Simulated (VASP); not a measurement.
# CuSnSb (P4/nmm) in VASP: notebook

The runs below take CuSnSb through single point, with PBE.

All numbers are computed with VASP 6.6.1; they aren't measurements. Logs are shortened: lines on timing, memory, paths and dates and some standing lists are left out, and cuts for length are marked.

## (1) The cell of the first run

Symmetry: P4/nmm, No. 129, tetragonal system. The conventional cell has a = 4.107 Å, b = 4.107 Å, c = 7.228 Å, α = 90.00°, β = 90.00°, γ = 90.00°. Within 3.3 Å of Cu (site symmetry 4mm) lie 4 Sb at 2.53 Å and 5 Sn at 3.09 to 3.20 Å. Within 4.1 Å of Sn (site symmetry 4mm) lie 6 Cu at 3.09 to 4.03 Å and 4 Sb at 3.27 Å and 4 Sn at 3.61 Å. Sb (site symmetry -4m2) has 4 Cu at 2.53 Å and 4 Sb at 2.90 Å and 4 Sn at 3.27 Å within 3.3 Å.

## (2) Single point, PBE

Contents of INCAR:

```
PREC     = Accurate       # precision mode
ENCUT    = 520            # plane-wave cutoff, eV
EDIFF    = 1E-6           # SCF threshold, eV
ISMEAR   = 0              # smearing method
SIGMA    = 0.1            # smearing width, eV
LREAL    = F              # projectors in reciprocal space
LASPH    = T              # aspherical terms in the spheres
NELM     = 100            # most SCF steps
ALGO     = Fast           # electronic algorithm
ISIF     = 2              # what is computed and relaxed
LWAVE    = F              # write WAVECAR
LCHARG   = T              # write CHGCAR
GGA      = PE             # functional
LELF     = T              # ELF
LVHAR    = T            
NBANDS   = 39             # bands
```

Contents of KPOINTS:

```
regular mesh
0
Gamma
  4 4 4
```

Contents of POSCAR:

```
CuSnSb
1.0
    4.1069077244      0.0000000000      0.0000000000
    0.0000000000      4.1069077244      0.0000000000
    0.0000000000      0.0000000000      7.2276455067
Cu Sn Sb
2 2 2
Direct
    0.5000000000      0.0000000000      0.2055000000
    0.0000000000      0.5000000000      0.7945000000
    0.5000000000      0.0000000000      0.6485000000
    0.0000000000      0.5000000000      0.3515000000
    0.0000000000      0.0000000000      0.0000000000
    0.5000000000      0.5000000000      0.0000000000
```

Potentials or basis: VASP PAW PBE potentials, release 64 (Cu, Sn_d, Sb).

Run with:

```
$ cat potpaw_PBE.64/Cu/POTCAR potpaw_PBE.64/Sn_d/POTCAR potpaw_PBE.64/Sb/POTCAR > POTCAR
$ mpirun -np 1 vasp_std > vasp.out
```

OUTCAR:

```text
PREC = Accurate
   ENCUT = 520
   EDIFF = 1E-6
   ISMEAR = 0
   LREAL = F
   LASPH = T
   NELM = 100
   ISIF = 2
   GGA = PE

 ion  position               nearest neighbor table
   1  0.500  0.000  0.206-   5 2.53   6 2.53   6 2.53   5 2.53   4 3.09   4 3.09   4 3.09   4 3.09
                             3 3.20
   2  0.000  0.500  0.794-   5 2.53   6 2.53   5 2.53   6 2.53   3 3.09   3 3.09   3 3.09   3 3.09
                             4 3.20
   3  0.500  0.000  0.648-   2 3.09   2 3.09   2 3.09   2 3.09   1 3.20   6 3.27   6 3.27   5 3.27
                             5 3.27   4 3.61   4 3.61   4 3.61   4 3.61
   4  0.000  0.500  0.352-   1 3.09   1 3.09   1 3.09   1 3.09   2 3.20   5 3.27   6 3.27   6 3.27
                             5 3.27   3 3.61   3 3.61   3 3.61   3 3.61
   5  0.000  0.000  0.000-   1 2.53   2 2.53   2 2.53   1 2.53   6 2.90   6 2.90   6 2.90   6 2.90
                             4 3.27   3 3.27   4 3.27   3 3.27
   6  0.500  0.500  0.000-   1 2.53   2 2.53   1 2.53   2 2.53   5 2.90   5 2.90   5 2.90   5 2.90
                             4 3.27   4 3.27   3 3.27   3 3.27

  LATTYP: Found a simple tetragonal cell.
 ALAT       =     4.1069077244
 C/A-ratio  =     1.7598753105

  Lattice vectors:

 A1 = (   4.1069077244,   0.0000000000,   0.0000000000)
 A2 = (   0.0000000000,   4.1069077244,   0.0000000000)
 A3 = (   0.0000000000,   0.0000000000,   7.2276455067)

Analysis of symmetry for initial positions (statically):
=====================================================================
 Subroutine PRICEL returns:
 Original cell was already a primitive cell.

 Routine SETGRP: Setting up the symmetry group for a
 simple tetragonal supercell.

 Subroutine GETGRP returns: Found 16 space group operations
 (whereof  8 operations were pure point group operations)
 out of a pool of 16 trial point group operations.

The static configuration has the point symmetry D_2d.
 The point group associated with its full space group is D_4h.

Analysis of symmetry for dynamics (positions and initial velocities):
=====================================================================
 Subroutine PRICEL returns:
 Original cell was already a primitive cell.

 Routine SETGRP: Setting up the symmetry group for a
 simple tetragonal supercell.

 Subroutine GETGRP returns: Found 16 space group operations
 (whereof  8 operations were pure point group operations)
 out of a pool of 16 trial point group operations.

The dynamic configuration has the point symmetry D_2d.
 The point group associated with its full space group is D_4h.

 Subroutine INISYM returns: Found 16 space group operations
[... 104 lines left out ...]
   ISIF   =      2    stress and relaxation
   ISYM   =      2    0-nonsym 1-usesym 2-fastsym
   POTIM  = 0.5000    time-step for ionic-motion
   TEBEG  =    0.0;   TEEND  =   0.0 temperature during run
   PSTRESS=    0.0 pullay stress
   NELECT =      60.0000    total number of electrons
   NUPDOWN=      -1.0000    fix difference up-down
   EMIN   =  10.00;   EMAX   =-10.00  energy-range for DOS
   EFERMI =   0.00;   METHOD = LEGACY
   ISMEAR =     0;   SIGMA  =   0.10  broadening in eV -4-tet -1-fermi 0-gaus
   EFERMI_NEDOS =   21; number of points for ismear=-14 and -15
   IALGO  =     68    algorithm
   IMIX   =      4    mixing-type and parameters
     AMIX     =   0.40;   BMIX     =  1.00
     AMIX_MAG =   1.60;   BMIX_MAG =  1.00
  volume/ion in A,a.u.               =      20.32       137.11
  Fermi-wavevector in a.u.,A,eV,Ry     =   1.292557  2.442578 22.731299  1.670703
  Thomas-Fermi vector in A             =   2.424257
   LORBIT       =      0    0 simple, 1 ext, 2 COOP (PROOUT), +10 PAW based schemes
   GGA     = PE    functional components
   LHFCALC =     F    Hartree Fock is set to
   AEXX    =    0.0000 exact exchange contribution
   IVDW    =     0    specifies the selected vdW correction
   LEPSILON=     F    determine dielectric tensor
   LRPA    =     F    only Hartree local field effects (RPA)
 non-spin polarized calculation
 RMM-DIIS sequential band-by-band and
 Gauss-broadening in eV      SIGMA  =   0.10
  energy-cutoff  :      520.00
  volume of cell :      121.91
 maximum number of plane-waves:      3323
 NGX is ok and might be reduce to    32
   NGX = 15   NGY = 15   NGZ = 27

 number of electron      59.9999977 magnetization

 Free energy of the ion-electron system (eV)
  ---------------------------------------------------
  ext. energy  EPLUGINS =         0.00000000
  ---------------------------------------------------
  free energy    TOTEN  =       -20.38464759 eV

  energy without entropy =      -20.37353359  energy(sigma->0) =      -20.37909059

 E-fermi :   9.5292     XC(G=0): -11.0209

 val. band max:        9.4765601613   @ k =   0.0000   0.0000   0.5000
 cond. band min:       9.5608404692   @ k =   0.5000   0.5000   0.5000
 fundamental gap:      0.0842803079
 Fermi energy:         9.5291975770

 k-point     1 :       0.0000    0.0000    0.0000
  band No.  band energies     occupation
      1     -12.0956      2.00000
      2     -12.0930      2.00000
      3     -12.0930      2.00000
      4     -12.0879      2.00000
      5     -12.0744      2.00000
      6     -12.0657      2.00000
[... 745 lines left out ...]
     38      16.5664      0.00000
     39      19.5677      0.00000

------------------------ aborting loop because EDIFF is reached ----------------------------------------

  FORCE on cell =-STRESS in cart. coord.  units (eV):
  Direction    XX          YY          ZZ          XY          YZ          ZX
  --------------------------------------------------------------------------------------
  -------------------------------------------------------------------------------------
  Total       15.4030646     15.4030646      9.9902165      0.0000000      0.0000000     -0.0000000
  in kB      202.4375100    202.4375100    131.2981932      0.0000000      0.0000000     -0.0000000
  external PRESSURE =     178.7244044 kB  Pullay stress =       0.0000000 kB

 VOLUME and BASIS-vectors are now :
 -----------------------------------------------------------------------------
  energy-cutoff  :      520.00
  volume of cell :      121.91
      direct lattice vectors                 reciprocal lattice vectors
     4.106907724  0.000000000  0.000000000     0.243492201  0.000000000  0.000000000
     0.000000000  4.106907724  0.000000000     0.000000000  0.243492201  0.000000000
     0.000000000  0.000000000  7.227645507     0.000000000  0.000000000  0.138357643

 POSITION                                       TOTAL-FORCE (eV/Angst)
 -----------------------------------------------------------------------------------
      2.05345      0.00000      1.48528         0.000000      0.000000      2.313900
      0.00000      2.05345      5.74236        -0.000000      0.000000     -2.313900
      2.05345      0.00000      4.68713        -0.000000     -0.000000     -1.826047
      0.00000      2.05345      2.54052         0.000000     -0.000000      1.826047
      0.00000      0.00000      0.00000        -0.000000      0.000000     -0.000000
      2.05345      2.05345      0.00000        -0.000000      0.000000     -0.000000
 -----------------------------------------------------------------------------------
    total drift:                                0.000000      0.000000      0.000000

  FREE ENERGIE OF THE ION-ELECTRON SYSTEM (eV)
  ---------------------------------------------------
  free  energy   TOTEN  =       -20.3846475874 eV

  energy  without entropy=      -20.3735335949  energy(sigma->0) =      -20.37909059
```

OSZICAR:

```text
N       E                     dE             d eps       ncg     rms          rms(c)
[... 15 lines left out ...]
RMM:  16    -0.203908585246E+02    0.13362E-02   -0.21763E-04  1680   0.167E-01    0.680E-01
RMM:  17    -0.203848154812E+02    0.60430E-02   -0.14286E-02  2544   0.115E+00    0.130E-01
RMM:  18    -0.203847949535E+02    0.20528E-04   -0.24881E-04  2253   0.114E-01    0.113E-01
RMM:  19    -0.203847142737E+02    0.80680E-04   -0.11333E-04  1889   0.925E-02    0.749E-02
RMM:  20    -0.203846519603E+02    0.62313E-04   -0.19603E-04  2042   0.114E-01    0.213E-02
RMM:  21    -0.203846472920E+02    0.46683E-05   -0.28239E-05  1824   0.414E-02    0.681E-03
RMM:  22    -0.203846475582E+02   -0.26615E-06   -0.11302E-05  1430   0.183E-02    0.383E-03
RMM:  23    -0.203846475874E+02   -0.29286E-07   -0.17539E-06   964   0.142E-02
   1 F= -.20384648E+02 E0= -.20379091E+02  d E =-.111140E-01
```

It took 2.1 min on 1 thread of AMD EPYC 9R45 (Zen 5), shared host; peak memory 0.23 GiB.

What came out:

```yaml
Free_energy: -20.3846 eV
Pressure: 17.9 GPa
Largest_force: 2.314 eV/Å
Band_gap_on_the_k_mesh: zero (band 30 reaches 10.41 eV, above the bottom of band 31 at 8.02 eV)
```

Forces in eV/Å, atoms in the order of the input:
```
Cu   0.000  0.000  2.314
Cu   0.000  0.000 -2.314
Sn   0.000  0.000 -1.826
Sn   0.000  0.000  1.826
Sb   0.000  0.000  0.000
Sb   0.000  0.000  0.000
```

Caveat: the k points lie up to 0.38 Å⁻¹ apart; spin-orbit coupling is left out, which moves the levels of the heavy elements; forces of over 1 eV/Å act on the atoms, so gaps and moduli don't describe the material at rest.

## (3) Single point, PBE

This run uses another cell than the first one, of 23.05 Å³/atom, 1.134 times its volume.

Contents of INCAR:

```
SYSTEM = CuSnSb
  PREC = Accurate
  ENCUT = 520
  EDIFF = 1E-7
  ISMEAR = 0
  SIGMA = 0.1
  LREAL = .False.
  LASPH = .True.
  NELM = 80
  ALGO = Normal
  ISIF = 2
  LWAVE = .False.
  LCHARG = .False.
  GGA = PE
  NBANDS = 39
```

Contents of KPOINTS:

```
Automatic mesh
0
Gamma
  4 4 4
  0 0 0
```

Contents of POSCAR:

```
CuSnSb
1.0
    4.3869188236      0.0000000000      0.0000000000
    0.0000000000      4.3869188236      0.0000000000
    0.0000000000      0.0000000000      7.1850289139
Cu Sn Sb
2 2 2
Direct
    0.5000000000      0.0000000000      0.2412614362
    0.0000000000      0.5000000000      0.7587385638
    0.5000000000      0.0000000000      0.6110693789
    0.0000000000      0.5000000000      0.3889306211
    0.0000000000      0.0000000000      0.0000000000
    0.5000000000      0.5000000000      0.0000000000
```

Potentials or basis: VASP PAW PBE potentials, release 64 (Cu, Sn_d, Sb).

Run with:

```
$ cat potpaw_PBE.64/Cu/POTCAR potpaw_PBE.64/Sn_d/POTCAR potpaw_PBE.64/Sb/POTCAR > POTCAR
$ mpirun -np 1 vasp_std > vasp.out
```

OUTCAR:

```text
SYSTEM = CuSnSb
   PREC = Accurate
   ENCUT = 520
   EDIFF = 1E-7
   ISMEAR = 0
   LREAL = .False.
   LASPH = .True.
   NELM = 80
   ISIF = 2
   GGA = PE

 ion  position               nearest neighbor table
   1  0.500  0.000  0.241-   3 2.66   5 2.80   6 2.80   6 2.80   5 2.80
   2  0.000  0.500  0.759-   4 2.66   5 2.80   6 2.80   5 2.80   6 2.80
   3  0.500  0.000  0.611-   1 2.66   4 3.49   4 3.49   4 3.49   4 3.49   6 3.55   6 3.55   5 3.55
                             5 3.55
   4  0.000  0.500  0.389-   2 2.66   3 3.49   3 3.49   3 3.49   3 3.49   5 3.55   6 3.55   6 3.55
                             5 3.55
   5  0.000  0.000  0.000-   1 2.80   2 2.80   2 2.80   1 2.80   6 3.10   6 3.10   6 3.10   6 3.10
                             4 3.55   3 3.55   4 3.55   3 3.55
   6  0.500  0.500  0.000-   1 2.80   2 2.80   1 2.80   2 2.80   5 3.10   5 3.10   5 3.10   5 3.10
                             4 3.55   4 3.55   3 3.55   3 3.55

  LATTYP: Found a simple tetragonal cell.
 ALAT       =     4.3869188236
 C/A-ratio  =     1.6378303777

  Lattice vectors:

 A1 = (   4.3869188236,   0.0000000000,   0.0000000000)
 A2 = (   0.0000000000,   4.3869188236,   0.0000000000)
[... 184 lines left out ...]
 fundamental gap:      0.1682294135
 Fermi energy:         7.6862898503

 k-point     1 :       0.0000    0.0000    0.0000
  band No.  band energies     occupation
      1     -13.7448      2.00000
      2     -13.7314      2.00000
      3     -13.6814      2.00000
      4     -13.6789      2.00000
      5     -13.6765      2.00000
      6     -13.6765      2.00000
[... 745 lines left out ...]
     38      13.3734      0.00000
     39      16.7655      0.00000

------------------------ aborting loop because EDIFF is reached ----------------------------------------

  FORCE on cell =-STRESS in cart. coord.  units (eV):
  Direction    XX          YY          ZZ          XY          YZ          ZX
  --------------------------------------------------------------------------------------
  -------------------------------------------------------------------------------------
  Total        0.0919520      0.0919520      0.1588642      0.0000000      0.0000000      0.0000000
  in kB        1.0654275      1.0654275      1.8407253      0.0000000      0.0000000      0.0000000
  external PRESSURE =       1.3238601 kB  Pullay stress =       0.0000000 kB

 VOLUME and BASIS-vectors are now :
 -----------------------------------------------------------------------------
  energy-cutoff  :      520.00
  volume of cell :      138.28
      direct lattice vectors                 reciprocal lattice vectors
     4.386918824  0.000000000  0.000000000     0.227950423  0.000000000  0.000000000
     0.000000000  4.386918824  0.000000000     0.000000000  0.227950423  0.000000000
     0.000000000  0.000000000  7.185028914     0.000000000  0.000000000  0.139178285

 POSITION                                       TOTAL-FORCE (eV/Angst)
 -----------------------------------------------------------------------------------
      2.19346      0.00000      1.73347        -0.000000     -0.000000      0.017962
      0.00000      2.19346      5.45156         0.000000     -0.000000     -0.017962
      2.19346      0.00000      4.39055        -0.000000     -0.000000     -0.000420
      0.00000      2.19346      2.79448        -0.000000     -0.000000      0.000420
      0.00000      0.00000      0.00000        -0.000000     -0.000000      0.000000
      2.19346      2.19346      0.00000        -0.000000      0.000000      0.000000
 -----------------------------------------------------------------------------------
    total drift:                                0.000000      0.000000     -0.000000

  FREE ENERGIE OF THE ION-ELECTRON SYSTEM (eV)
  ---------------------------------------------------
  free  energy   TOTEN  =       -22.3342316535 eV

  energy  without entropy=      -22.3231584582  energy(sigma->0) =      -22.32869506
```

OSZICAR:

```text
N       E                     dE             d eps       ncg     rms          rms(c)
DAV:   1     0.556264966214E+03    0.55626E+03   -0.26291E+04  1411   0.205E+03
DAV:   2     0.542077932744E+02   -0.50206E+03   -0.48884E+03  1404   0.523E+02
DAV:   3    -0.206952769599E+02   -0.74903E+02   -0.72198E+02  1660   0.192E+02
DAV:   4    -0.243066200693E+02   -0.36113E+01   -0.35725E+01  1717   0.454E+01
[... 11 lines left out ...]
DAV:  16    -0.223342331929E+02    0.76545E-06   -0.21070E-06  1864   0.176E-02    0.203E-02
DAV:  17    -0.223342320529E+02    0.11400E-05   -0.20542E-07  1111   0.568E-03    0.248E-03
DAV:  18    -0.223342314876E+02    0.56525E-06   -0.22239E-07   984   0.684E-03    0.337E-03
DAV:  19    -0.223342316118E+02   -0.12423E-06   -0.75455E-08   826   0.219E-03    0.839E-04
DAV:  20    -0.223342316535E+02   -0.41663E-07   -0.22545E-08   786   0.181E-03
   1 F= -.22334232E+02 E0= -.22328695E+02  d E =-.110732E-01
```

It took 2 min on 1 thread of AMD EPYC 9R45 (Zen 5), shared host; peak memory 0.26 GiB.

Results:

```
Free energy            : -22.3342 eV
Pressure               : 0.1 GPa
Largest force          : 0.018 eV/Å
Band gap on the k mesh : zero (band 30 reaches 8.43 eV, above the bottom of band 31 at 6.07 eV)
```

Forces on the atoms (eV/Å):
```
Cu   0.000  0.000  0.018
Cu   0.000  0.000 -0.018
Sn   0.000  0.000  0.000
Sn   0.000  0.000  0.000
Sb   0.000  0.000  0.000
Sb   0.000  0.000  0.000
```

Caveat: spin-orbit coupling is left out, which moves the levels of the heavy elements.
